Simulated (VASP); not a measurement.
# Be3As2 (R-3m) in VASP: further runs, part 2 of 2

VASP 6.6.1.

## 4. Single point, PBE

This run uses another cell than the first one, of 17.87 Å³/atom.

Input file INCAR:

```
  PREC = Accurate
  ENCUT = 520
  EDIFF = 1E-6
  ISMEAR = 0
  SIGMA = 0.1
  LREAL = False
  LASPH = True
  NELM = 80
  ALGO = Normal
  ISIF = 2
  LWAVE = False
  LCHARG = False
  GGA = PE
  NBANDS = 16
```

Input file KPOINTS:

```
Automatic mesh
0
Gamma
  12 12 12
```

Input file POSCAR:

```
Be3As2
1.0
    1.8325604631      1.0580292767      7.6807540332
   -1.8325604631      1.0580292767      7.6807540332
    0.0000000000     -2.1160585534      7.6807540332
Be As
3 2
Direct
    0.0000000000      0.0000000000      0.0000000000
    0.2985185223      0.2985185223      0.2985185223
    0.7014814777      0.7014814777      0.7014814777
    0.4059752481      0.4059752481      0.4059752481
    0.5940247519      0.5940247519      0.5940247519
```

Potentials or basis: VASP PAW PBE potentials, release 64 (Be, As).

Started as:

```sh
$ cat potpaw_PBE.64/Be/POTCAR potpaw_PBE.64/As/POTCAR > POTCAR
$ mpirun -np 1 vasp_std > vasp.out
```

OUTCAR:

```text
PREC = Accurate
   ENCUT = 520
   EDIFF = 1E-6
   ISMEAR = 0
   LREAL = False
   LASPH = True
   NELM = 80
   ISIF = 2
   GGA = PE

 ion  position               nearest neighbor table
   1  0.000  0.000  0.000-   3 2.26   3 2.26   2 2.26   2 2.26   3 2.26   2 2.26
   2  0.299  0.299  0.299-   1 2.26   1 2.26   1 2.26   5 2.29   5 2.29   5 2.29   4 2.48
   3  0.701  0.701  0.701-   1 2.26   1 2.26   1 2.26   4 2.29   4 2.29   4 2.29   5 2.48
   4  0.406  0.406  0.406-   3 2.29   3 2.29   3 2.29   2 2.48
   5  0.594  0.594  0.594-   2 2.29   2 2.29   2 2.29   3 2.48

  LATTYP: Found a trigonal (rhomboedric) cell.
 ALAT       =     7.9669119689
 COS(alpha) =     0.8941802859

  Lattice vectors:

 A1 = (   1.8325604631,   1.0580292767,   7.6807540332)
 A2 = (  -1.8325604631,   1.0580292767,   7.6807540332)
 A3 = (   0.0000000000,  -2.1160585534,   7.6807540332)

Analysis of symmetry for initial positions (statically):
=====================================================================
 Subroutine PRICEL returns:
 Original cell was already a primitive cell.

 Routine SETGRP: Setting up the symmetry group for a
 trigonal (rhombohedral) supercell.
[... 178 lines left out ...]
 Fermi energy:         3.5486714234

 k-point     1 :       0.0000    0.0000    0.0000
  band No.  band energies     occupation
      1      -9.9842      2.00000
      2      -8.4894      2.00000
      3      -2.8651      2.00000
      4       1.9243      2.00000
      5       2.0919      2.00000
      6       2.0919      2.00000
[... 433 lines left out ...]
      3      -3.4501      2.00000
      4      -2.4154      2.00000
      5      -1.6750      2.00000
      6      -0.5151      2.00000
[... 8 lines left out ...]
     15      10.5430      0.00000
     16      11.2648      0.00000

 [... further k-points ...]

------------------------ aborting loop because EDIFF is reached ----------------------------------------

  FORCE on cell =-STRESS in cart. coord.  units (eV):
  Direction    XX          YY          ZZ          XY          YZ          ZX
  --------------------------------------------------------------------------------------
  -------------------------------------------------------------------------------------
  Total        0.1118360      0.1118360      0.1721117      0.0000000     -0.0000000      0.0000000
  in kB        2.0053087      2.0053087      3.0860997      0.0000000     -0.0000000      0.0000000
  external PRESSURE =       2.3655724 kB  Pullay stress =       0.0000000 kB

 VOLUME and BASIS-vectors are now :
 -----------------------------------------------------------------------------
  energy-cutoff  :      520.00
  volume of cell :       89.35
      direct lattice vectors                 reciprocal lattice vectors
     1.832560463  1.058029277  7.680754033     0.272842294  0.157525572  0.043398517
    -1.832560463  1.058029277  7.680754033    -0.272842294  0.157525572  0.043398517
     0.000000000 -2.116058553  7.680754033     0.000000000 -0.315051143  0.043398517

 POSITION                                       TOTAL-FORCE (eV/Angst)
 -----------------------------------------------------------------------------------
      0.00000      0.00000      0.00000         0.000000      0.000000      0.000000
      0.00000      0.00000      6.87854         0.000000      0.000000      0.008462
      0.00000      0.00000     16.16372         0.000000      0.000000     -0.008462
      0.00000      0.00000      9.35459         0.000000     -0.000000      0.053710
      0.00000      0.00000     13.68767         0.000000     -0.000000     -0.053710
 -----------------------------------------------------------------------------------
    total drift:                               -0.000000      0.000000     -0.000000

  FREE ENERGIE OF THE ION-ELECTRON SYSTEM (eV)
  ---------------------------------------------------
  free  energy   TOTEN  =       -20.1279346592 eV

  energy  without entropy=      -20.1254753179  energy(sigma->0) =      -20.12670499
```

stdout:

```text
POSCAR found type information on POSCAR BeAs
 POSCAR found :  2 types and       5 ions
 scaLAPACK will be used
 LDA part: xc-table for (Slater+PW92), standard interpolation
 POSCAR, INCAR and KPOINTS ok, starting setup
 FFT: planning ... GRIDC
 FFT: planning ... GRID_SOFT
 FFT: planning ... GRID
 WAVECAR not read
 entering main loop
```

Run time: 7.5 min. Hardware: 1 thread of Intel Xeon 6975P-C (Granite Rapids), shared host; peak memory 0.63 GiB.

What came out:

```
Free energy            : -20.1279 eV
Pressure               : 0.2 GPa
Largest force          : 0.054 eV/Å
Band gap on the k mesh : 0.13 eV (least direct gap 0.78 eV)
```

Forces in eV/Å, atoms in the order of the input:
```
Be   0.000  0.000  0.000
Be   0.000  0.000  0.008
Be   0.000  0.000 -0.008
As   0.000  0.000  0.054
As   0.000  0.000 -0.054
```

Caveat: semilocal functionals underestimate gaps, and a narrow one can read as zero.

## 5. Overview

```tsv
task	cell	k mesh	cutoff (eV)	gap on the mesh (eV)	pressure (GPa)	largest force (eV/Å)
single point	a = 6.798 Å, angles 29.7°, 5 atoms, atomic positions A	6 × 6 × 6	520	none	0.4	0.03
relaxation of cell and atoms	relaxed from a = 7.624 Å, angles 24.2°, 5 atoms, atomic positions B	6 × 6 × 6	600	none	-0.3	0.03
single point	a = 7.967 Å, angles 26.6°, 5 atoms, atomic positions C	12 × 12 × 12	520	0.13	0.2	0.05
```

Alike in all rows: level PBE; potentials or basis VASP PAW PBE potentials, release 64 (Be, As); no spin polarisation; smearing gaussian 0.1 eV.

Caveats: some runs use coarse meshes; semilocal functionals underestimate gaps, and a narrow one can read as zero (at least some runs).

Total energies depend on the potentials used, so only differences within one code and one set of settings carry meaning.
